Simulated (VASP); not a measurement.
# SbW (CsCl type) (Pm-3m) in VASP: further runs

Runs on SbW (CsCl type). Level: PBEsol. Tasks: single point, relaxation of cell and atoms.

Everything below comes from runs of VASP 6.6.1. Logs are shortened: lines on timing, memory, paths and dates and some standing lists are left out, and cuts for length are marked.

## (1) The cell of the first run

Symmetry: Pm-3m, No. 221, cubic system. The conventional cell has a = 3.103 Å, b = 3.103 Å, c = 3.103 Å, α = 90.00°, β = 90.00°, γ = 90.00°. W (site symmetry m-3m) has 8 Sb at 2.69 Å and 6 W at 3.10 Å within 3.5 Å. Sb (site symmetry m-3m) has 8 W at 2.69 Å and 6 Sb at 3.10 Å within 3.5 Å.

## (2) Single point, PBEsol

INCAR

```
PREC = Accurate
ENCUT = 520
EDIFF = 1E-7
ISMEAR = -1
SIGMA = 0.05
LREAL = F
LASPH = T
NELM = 100
ALGO = Normal
ISIF = 2
LWAVE = F
LCHARG = F
GGA = PS
NBANDS = 16
```

KPOINTS

```
Automatic mesh
0
Gamma
  13 13 13
```

POSCAR

```
SbW
1.0
    3.1025898068      0.0000000000      0.0000000000
    0.0000000000      3.1025898068      0.0000000000
    0.0000000000      0.0000000000      3.1025898068
W Sb
1 1
Direct
    0.0000000000      0.0000000000      0.0000000000
    0.5000000000      0.5000000000      0.5000000000
```

Potentials or basis: VASP PAW PBE potentials, release 64 (W_sv, Sb).

Command:

```
$ cat potpaw_PBE.64/W_sv/POTCAR potpaw_PBE.64/Sb/POTCAR > POTCAR
$ mpirun -np 1 vasp_std > vasp.out
```

OUTCAR:

```text
PREC = Accurate
   ENCUT = 520
   EDIFF = 1E-7
   ISMEAR = -1
   LREAL = F
   LASPH = T
   NELM = 100
   ISIF = 2
   GGA = PS

 ion  position               nearest neighbor table
   1  0.000  0.000  0.000-   2 2.69   2 2.69   2 2.69   2 2.69   2 2.69   2 2.69   2 2.69   2 2.69

   2  0.500  0.500  0.500-   1 2.69   1 2.69   1 2.69   1 2.69   1 2.69   1 2.69   1 2.69   1 2.69

  LATTYP: Found a simple cubic cell.
 ALAT       =     3.1025898068

  Lattice vectors:

 A1 = (   3.1025898068,   0.0000000000,   0.0000000000)
 A2 = (   0.0000000000,   3.1025898068,   0.0000000000)
 A3 = (   0.0000000000,   0.0000000000,   3.1025898068)

Analysis of symmetry for initial positions (statically):
=====================================================================
 Subroutine PRICEL returns:
 Original cell was already a primitive cell.

 Routine SETGRP: Setting up the symmetry group for a
 simple cubic supercell.

 Subroutine GETGRP returns: Found 48 space group operations
 (whereof 48 operations were pure point group operations)
 out of a pool of 48 trial point group operations.

The static configuration has the point symmetry O_h .

Analysis of symmetry for dynamics (positions and initial velocities):
=====================================================================
 Subroutine PRICEL returns:
 Original cell was already a primitive cell.

 Routine SETGRP: Setting up the symmetry group for a
 simple cubic supercell.

 Subroutine GETGRP returns: Found 48 space group operations
 (whereof 48 operations were pure point group operations)
 out of a pool of 48 trial point group operations.

The dynamic configuration has the point symmetry O_h .

 Subroutine INISYM returns: Found 48 space group operations
 (whereof 48 operations are pure point group operations),
 and found     1 'primitive' translations

----------------------------------------------------------------------------------------

                                     Primitive cell

  volume of cell :      29.8657

  direct lattice vectors                    reciprocal lattice vectors
     3.102589807  0.000000000  0.000000000     0.322311379  0.000000000  0.000000000
     0.000000000  3.102589807  0.000000000     0.000000000  0.322311379  0.000000000
     0.000000000  0.000000000  3.102589807     0.000000000  0.000000000  0.322311379

  length of vectors
     3.102589807  3.102589807  3.102589807     0.322311379  0.322311379  0.322311379

  position of ions in fractional coordinates (direct lattice)
     0.000000000  0.000000000  0.000000000
     0.500000000  0.500000000  0.500000000

  ion indices of the primitive-cell ions
   primitive index   ion index
                 1           1
                 2           2

----------------------------------------------------------------------------------------

 KPOINTS: Automatic mesh

Automatic generation of k-mesh.
 Grid dimensions read from file:
 generate k-points for:   13   13   13

 Generating k-lattice:

  Cartesian coordinates                     Fractional coordinates (reciprocal lattice)
     0.024793183  0.000000000  0.000000000     0.076923077  0.000000000  0.000000000
     0.000000000  0.024793183  0.000000000     0.000000000  0.076923077  0.000000000
     0.000000000  0.000000000  0.024793183     0.000000000  0.000000000  0.076923077

  Length of vectors
     0.024793183  0.024793183  0.024793183

  Shift w.r.t. Gamma in fractional coordinates (k-lattice)
     0.000000000  0.000000000  0.000000000

 Subroutine IBZKPT returns following result:
 ===========================================

 Found     84 irreducible k-points:

 Following reciprocal coordinates:
            Coordinates               Weight
  0.000000  0.000000  0.000000      1.000000
  0.076923  0.000000  0.000000      6.000000
  0.153846  0.000000  0.000000      6.000000
  0.230769  0.000000  0.000000      6.000000
  0.307692  0.000000  0.000000      6.000000
  0.384615  0.000000  0.000000      6.000000
[... 16 lines left out ...]
  0.307692  0.307692  0.000000     12.000000
  0.384615  0.307692  0.000000     24.000000
 [... further k-points ...]
   k-points           NKPTS =     84   k-points in BZ     NKDIM =     84   number of bands    NBANDS=     16
   number of dos      NEDOS =    301   number of ions     NIONS =      2
   total plane-waves  NPLWV =  13824
   dimension x,y,z NGX =    24 NGY =   24 NGZ =   24
   dimension x,y,z NGXF=    48 NGYF=   48 NGZF=   48
   ions per type =               1   1
   NGX,Y,Z   is equivalent  to a cutoff of  12.86, 12.86, 12.86 a.u.
   NGXF,Y,Z  is equivalent  to a cutoff of  25.72, 25.72, 25.72 a.u.
 SYSTEM =  unknown system
   PREC   = accura    normal or accurate (medium, high low for compatibility)
   ISTART =      0    job   : 0-new  1-cont  2-samecut
   ICHARG =      2    charge: 1-file 2-atom 10-const
   ISPIN  =      1    spin polarized calculation?
   LNONCOLLINEAR =      F non collinear calculations
   LSORBIT =      F    spin-orbit coupling
   LASPH  =      T    aspherical Exc in radial PAW
   ENCUT  =  520.0 eV  38.22 Ry    6.18 a.u.   5.77  5.77  5.77*2*pi/ulx,y,z
   NELM   =    100;   NELMIN=  2; NELMDL= -5     # of ELM steps
   EDIFF  = 0.1E-06   stopping-criterion for ELM
   LREAL  =      F    real-space projection
   EDIFFG = 0.1E-05   stopping-criterion for IOM
   NSW    =      0    number of steps for IOM
   IBRION =     -1    ionic relax: 0-MD 1-quasi-New 2-CG
   NFREE  =      0    steps in history (QN), initial steepest desc. (CG)
   ISIF   =      2    stress and relaxation
   ISYM   =      2    0-nonsym 1-usesym 2-fastsym
   POTIM  = 0.5000    time-step for ionic-motion
   TEBEG  =    0.0;   TEEND  =   0.0 temperature during run
   PSTRESS=    0.0 pullay stress
   NELECT =      19.0000    total number of electrons
   NUPDOWN=      -1.0000    fix difference up-down
   EMIN   =  10.00;   EMAX   =-10.00  energy-range for DOS
   EFERMI =   0.00;   METHOD = LEGACY
   ISMEAR =    -1;   SIGMA  =   0.05  broadening in eV -4-tet -1-fermi 0-gaus
   EFERMI_NEDOS =   21; number of points for ismear=-14 and -15
   IALGO  =     38    algorithm
   IMIX   =      4    mixing-type and parameters
     AMIX     =   0.40;   BMIX     =  1.00
     AMIX_MAG =   1.60;   BMIX_MAG =  1.00
  volume/ion in A,a.u.               =      14.93       100.77
  Fermi-wavevector in a.u.,A,eV,Ry     =   1.407997  2.660728 26.972938  1.982455
  Thomas-Fermi vector in A             =   2.530199
   LORBIT       =      0    0 simple, 1 ext, 2 COOP (PROOUT), +10 PAW based schemes
   GGA     = PS    functional components
   LHFCALC =     F    Hartree Fock is set to
   AEXX    =    0.0000 exact exchange contribution
   IVDW    =     0    specifies the selected vdW correction
   LEPSILON=     F    determine dielectric tensor
   LRPA    =     F    only Hartree local field effects (RPA)
 non-spin polarized calculation
  energy-cutoff  :      520.00
  volume of cell :       29.87
 maximum number of plane-waves:       819
 NGX is ok and might be reduce to    24
   NGX = 11   NGY = 11   NGZ = 11

 number of electron      19.0000002 magnetization

 Free energy of the ion-electron system (eV)
  ---------------------------------------------------
  ext. energy  EPLUGINS =         0.00000000
  ---------------------------------------------------
  free energy    TOTEN  =       -16.36095576 eV

  energy without entropy =      -16.35015479  energy(sigma->0) =      -16.35555528

 E-fermi :  14.8994     XC(G=0): -13.5725

 val. band max:       14.8764731157   @ k =   0.1538   0.1538   0.0769
 cond. band min:      14.9218438865   @ k =   0.4615   0.2308   0.0769
 fundamental gap:      0.0453707708
 Fermi energy:        14.8994038754

 k-point     1 :       0.0000    0.0000    0.0000
  band No.  band energies     occupation
      1     -58.6367      2.00000
      2     -22.9110      2.00000
      3     -22.9110      2.00000
      4     -22.9110      2.00000
      5      -0.3912      2.00000
      6      10.8416      2.00000
[... 8 lines left out ...]
     15      25.7596      0.00000
     16      25.7596      0.00000

 k-point     2 :       0.0769    0.0000    0.0000
  band No.  band energies     occupation
      1     -58.6360      2.00000
      2     -22.9309      2.00000
      3     -22.9086      2.00000
      4     -22.9086      2.00000
      5      -0.2712      2.00000
      6      10.7445      2.00000
[... 8 lines left out ...]
     15      25.0417      0.00000
     16      25.9923      0.00000

 k-point     3 :       0.1538    0.0000    0.0000
  band No.  band energies     occupation
      1     -58.6339      2.00000
      2     -22.9859      2.00000
      3     -22.9020      2.00000
      4     -22.9020      2.00000
      5       0.0832      2.00000
      6      10.2997      2.00000
[... 8 lines left out ...]
     15      23.9356      0.00000
     16      26.9588      0.00000

 k-point     4 :       0.2308    0.0000    0.0000
  band No.  band energies     occupation
      1     -58.6309      2.00000
      2     -23.0625      2.00000
      3     -22.8926      2.00000
      4     -22.8926      2.00000
      5       0.6562      2.00000
      6       9.3270      2.00000
[... 8 lines left out ...]
     15      24.2704      0.00000
     16      28.7998      0.00000
[... 324 lines left out ...]
 k-point    22 :       0.4615    0.2308    0.0000
  band No.  band energies     occupation
      1     -58.6178      2.00000
      2     -23.2209      2.00000
      3     -23.0151      2.00000
      4     -22.8614      2.00000
      5       3.4708      2.00000
      6       6.5946      2.00000
[... 8 lines left out ...]
     15      22.8001      0.00000
     16      26.7070      0.00000

 k-point    23 :       0.3077    0.3077    0.0000
  band No.  band energies     occupation
      1     -58.6187      2.00000
      2     -23.1126      2.00000
      3     -23.1035      2.00000
      4     -22.8649      2.00000
      5       2.7112      2.00000
      6       8.3415      2.00000
[... 8 lines left out ...]
     15      25.3052      0.00000
     16      26.6186      0.00000

 k-point    24 :       0.3846    0.3077    0.0000
  band No.  band energies     occupation
      1     -58.6160      2.00000
      2     -23.1721      2.00000
      3     -23.0978      2.00000
      4     -22.8597      2.00000
      5       3.2354      2.00000
      6       7.8440      2.00000
[... 8 lines left out ...]
     15      24.3577      0.00000
     16      26.8948      0.00000

 [... further k-points ...]
[... 5 lines left out ...]
  --------------------------------------------------------------------------------------
  -------------------------------------------------------------------------------------
  Total        9.8868744      9.8868744      9.8868744     -0.0000000     -0.0000000      0.0000000
  in kB      530.3914514    530.3914514    530.3914514     -0.0000000     -0.0000000      0.0000000
  external PRESSURE =     530.3914514 kB  Pullay stress =       0.0000000 kB

 VOLUME and BASIS-vectors are now :
 -----------------------------------------------------------------------------
  energy-cutoff  :      520.00
  volume of cell :       29.87
      direct lattice vectors                 reciprocal lattice vectors
     3.102589807  0.000000000  0.000000000     0.322311379  0.000000000  0.000000000
     0.000000000  3.102589807  0.000000000     0.000000000  0.322311379  0.000000000
     0.000000000  0.000000000  3.102589807     0.000000000  0.000000000  0.322311379

 POSITION                                       TOTAL-FORCE (eV/Angst)
 -----------------------------------------------------------------------------------
      0.00000      0.00000      0.00000         0.000000      0.000000      0.000000
      1.55129      1.55129      1.55129         0.000000      0.000000      0.000000
 -----------------------------------------------------------------------------------
    total drift:                               -0.000000      0.000000      0.000000

  FREE ENERGIE OF THE ION-ELECTRON SYSTEM (eV)
  ---------------------------------------------------
  free  energy   TOTEN  =       -16.3609557636 eV

  energy  without entropy=      -16.3501547930  energy(sigma->0) =      -16.35555528
```

It took 10 s on 1 thread of Intel Xeon 6975P-C (Granite Rapids), shared host; peak memory 0.16 GiB.

What came out:

* Free energy: -16.3610 eV
* Pressure: 53.0 GPa
* Band gap on the k mesh: zero (an odd number of electrons rules out a gap without spin polarisation)

Caveat: the cell stands under pressure; the PAW data sets were made with another functional, which shifts forces and pressure a little; spin-orbit coupling is left out, which moves the levels of the heavy elements.

## (3) Single point, PBEsol

INCAR

```
ALGO     = Normal         # electronic algorithm
EDIFF    = 1E-7           # SCF threshold, eV
ENCUT    = 520            # plane-wave cutoff, eV
GGA      = PS             # functional
ISIF     = 2              # what is computed and relaxed
ISMEAR   = -1             # smearing method
LASPH    = T              # aspherical terms in the spheres
LCHARG   = F              # write CHGCAR
LREAL    = F              # projectors in reciprocal space
LWAVE    = F              # write WAVECAR
NBANDS   = 16             # bands
NELM     = 80             # most SCF steps
PREC     = Accurate       # precision mode
SIGMA    = 0.05           # smearing width, eV
```

KPOINTS

```
k-points
0
Gamma
  13 13 13
```

POSCAR

```
SbW
1.0
    3.1023349933      0.0000000000      0.0000000000
    0.0000000000      3.1023349933      0.0000000000
    0.0000000000      0.0000000000      3.1023349933
W Sb
1 1
Direct
    0.0000000000      0.0000000000      0.0000000000
    0.5000000000      0.5000000000      0.5000000000
```

Potentials or basis: VASP PAW PBE potentials, release 64 (W_sv, Sb).

Command:

```
$ cat potpaw_PBE.64/W_sv/POTCAR potpaw_PBE.64/Sb/POTCAR > POTCAR
$ mpirun -np 1 vasp_std > vasp.out
```

It took 9.9 s on 1 thread of Intel Xeon 6975P-C (Granite Rapids), shared host; peak memory 0.16 GiB.

Results (log left out):

```yaml
Free_energy: -16.3585 eV
Pressure: 53.1 GPa
Band_gap_on_the_k_mesh: zero (an odd number of electrons rules out a gap without spin polarisation)
```

Levels at points of the mesh, in eV from the Fermi level:
| k point | band 5 | band 6 | band 7 | band 8 | band 9 | band 10 | band 11 | band 12 | band 13 | band 14 |
| --- | --- | --- | --- | --- | --- | --- | --- | --- | --- | --- |
| (0.00, 0.00, 0.00) | -15.29 | -4.06 | -4.06 | 1.07 | 1.07 | 1.07 | 1.32 | 1.32 | 1.32 | 7.82 |

Caveat: the cell stands under pressure; the PAW data sets were made with another functional, which shifts forces and pressure a little; spin-orbit coupling is left out, which moves the levels of the heavy elements.

## (4) Relaxation of cell and atoms, PBEsol, target pressure 52 GPa, at which the enthalpy is minimised

INCAR

```
SYSTEM = SbW
  PREC = Accurate
  ENCUT = 600
  EDIFF = 1E-7
  ISMEAR = -1
  SIGMA = 0.05
  LREAL = .False.
  LASPH = .True.
  NELM = 100
  ALGO = Normal
  ISIF = 3
  LWAVE = .False.
  LCHARG = .False.
  GGA = PS
  IBRION = 2
  NSW = 32
  EDIFFG = -0.005
  PSTRESS = 520.0
```

KPOINTS

```
Automatic mesh
0
Gamma
  13 13 13
  0 0 0
```

POSCAR

```
SbW
1.0
    3.1025898068      0.0000000000      0.0000000000
    0.0000000000      3.1025898068      0.0000000000
    0.0000000000      0.0000000000      3.1025898068
W Sb
1 1
Direct
    0.0000000000      0.0000000000      0.0000000000
    0.5000000000      0.5000000000      0.5000000000
```

Command:

```
$ cat potpaw_PBE.64/W_sv/POTCAR potpaw_PBE.64/Sb/POTCAR > POTCAR
$ mpirun -np 1 vasp_std > vasp.out
```

It took 35 s on 1 thread of Intel Xeon 6975P-C (Granite Rapids), shared host; peak memory 0.2 GiB.

The run converged. Its results:

```yaml
Free_energy: -16.3864 eV
Relaxed_volume: 14.97 Å³/atom
Relaxed_cell: a = 3.105 Å, b = 3.105 Å, c = 3.105 Å, α = 90.00°, β = 90.00°, γ = 90.00°
Space_group_after_relaxing_to_0.1_Å: Pm-3m (No. 221)
Energy_change_on_relaxing_the_run_minimises_the_enthalpy: -12.6 meV/atom
Ionic_steps: 3
Pressure_after_relaxing: 52.0 GPa
Band_gap_on_the_k_mesh: zero (an odd number of electrons rules out a gap without spin polarisation)
```

Step by step:
```csv
step,energy change (eV),largest force (eV/Å),pressure (GPa),volume (Å³)
1,0.0000,0.0000,53.07,29.87
2,-0.1353,0.0000,47.23,30.30
3,-0.0251,0.0000,52.00,29.94
```

Final structure:
```
CELL_PARAMETERS angstrom
3.10524 0.00000 0.00000
0.00000 3.10524 0.00000
0.00000 0.00000 3.10524
ATOMIC_POSITIONS crystal
W 0.00000 0.00000 0.00000
Sb 0.50000 0.50000 0.50000
```

Levels at points of the mesh, in eV from the Fermi level:
| k point | band 6 | band 7 | band 8 | band 9 | band 10 | band 11 | band 12 | band 13 |
| --- | --- | --- | --- | --- | --- | --- | --- | --- |
| (0.00, 0.00, 0.00) | -4.04 | -4.04 | 1.06 | 1.06 | 1.06 | 1.32 | 1.32 | 1.32 |

Caveat: the cell is relaxed towards a set pressure, so the run minimises the enthalpy, not the energy; the PAW data sets were made with another functional, which shifts forces and pressure a little; spin-orbit coupling is left out, which moves the levels of the heavy elements.

## (5) Relaxation of cell and atoms, PBEsol, target pressure 52 GPa, at which the enthalpy is minimised

This run uses another cell than the first one, of 15.79 Å³/atom.

INCAR

```
  PREC = Accurate
  ENCUT = 600
  EDIFF = 1E-6
  ISMEAR = -1
  SIGMA = 0.05
  LREAL = F
  LASPH = T
  NELM = 100
  ALGO = Normal
  ISIF = 3
  LWAVE = F
  LCHARG = F
  GGA = PS
  IBRION = 2
  NSW = 60
  EDIFFG = -0.005
  PSTRESS = 520.0
```

KPOINTS

```
regular mesh
0
Gamma
  13 13 13
```

POSCAR

```
SbW
1.0
    3.1611215547      0.0000000000      0.0000000000
    0.0000000000      3.1611215547      0.0000000000
    0.0000000000      0.0000000000      3.1611215547
W Sb
1 1
Direct
    0.0000000000      0.0000000000      0.0000000000
    0.5000000000      0.5000000000      0.5000000000
```

Command:

```
$ cat potpaw_PBE.64/W_sv/POTCAR potpaw_PBE.64/Sb/POTCAR > POTCAR
$ mpirun -np 1 vasp_std > vasp.out
```

Wall time 57 s (1 thread of Intel Xeon 6975P-C (Granite Rapids), shared host); peak memory 0.2 GiB.

The run converged. Its results:

```yaml
Free_energy: -16.3866 eV
Relaxed_volume: 14.97 Å³/atom
Relaxed_cell: a = 3.105 Å, b = 3.105 Å, c = 3.105 Å, α = 90.00°, β = 90.00°, γ = 90.00°
Space_group_after_relaxing_to_0.1_Å: Pm-3m (No. 221)
Energy_change_on_relaxing_the_run_minimises_the_enthalpy: +213.6 meV/atom
Ionic_steps: 5
Pressure_after_relaxing: 52.0 GPa
Band_gap_on_the_k_mesh: zero (an odd number of electrons rules out a gap without spin polarisation)
```

The path:
```
step  energy change (eV)  largest force (eV/Å)  pressure (GPa)  volume (Å³)
   1              0.0000                0.0000           32.06        31.59
   2              5.2622                0.0000          215.78        23.43
   3              0.3691                0.0000           49.52        30.13
   4              0.4128                0.0000           51.39        29.99
   5              0.4272                0.0000           52.00        29.94
```

Final structure:
```
W Sb
1.0
     3.10524    0.00000    0.00000
     0.00000    3.10524    0.00000
     0.00000    0.00000    3.10524
W Sb
1 1
Direct
  0.00000 0.00000 0.00000
  0.50000 0.50000 0.50000
```

Levels at points of the mesh, in eV from the Fermi level:
| k point | band 7 | band 8 | band 9 | band 10 | band 11 | band 12 |
| --- | --- | --- | --- | --- | --- | --- |
| (0.00, 0.00, 0.00) | -4.04 | 1.06 | 1.06 | 1.06 | 1.32 | 1.32 |

Caveat: the cell is relaxed towards a set pressure, so the run minimises the enthalpy, not the energy; the PAW data sets were made with another functional, which shifts forces and pressure a little; spin-orbit coupling is left out, which moves the levels of the heavy elements.

## (6) Overview

```tsv
task	cell	cutoff (eV)	gap on the mesh (eV)	pressure (GPa)
single point	a = 3.103 Å, 2 atoms	520	none	53.0
single point	a = 3.102 Å, 2 atoms	520	none	53.1
relaxation of cell and atoms	relaxed to 52 GPa from a = 3.103 Å, 2 atoms	600	none	52.0
relaxation of cell and atoms	relaxed to 52 GPa from a = 3.161 Å, 2 atoms	600	none	52.0
```

Alike in all rows: level PBEsol; potentials or basis VASP PAW PBE potentials, release 64 (W_sv, Sb); no spin polarisation; k mesh 13 × 13 × 13; smearing fermi-dirac 0.05 eV.

Caveats: the PAW data sets were made with another functional, which shifts forces and pressure a little; spin-orbit coupling is left out, which moves the levels of the heavy elements; the cell stands under pressure (at least some runs); the cell is relaxed towards a set pressure, so the run minimises the enthalpy, not the energy (at least some runs).

Absolute energies hang on the potentials; compare differences alone.
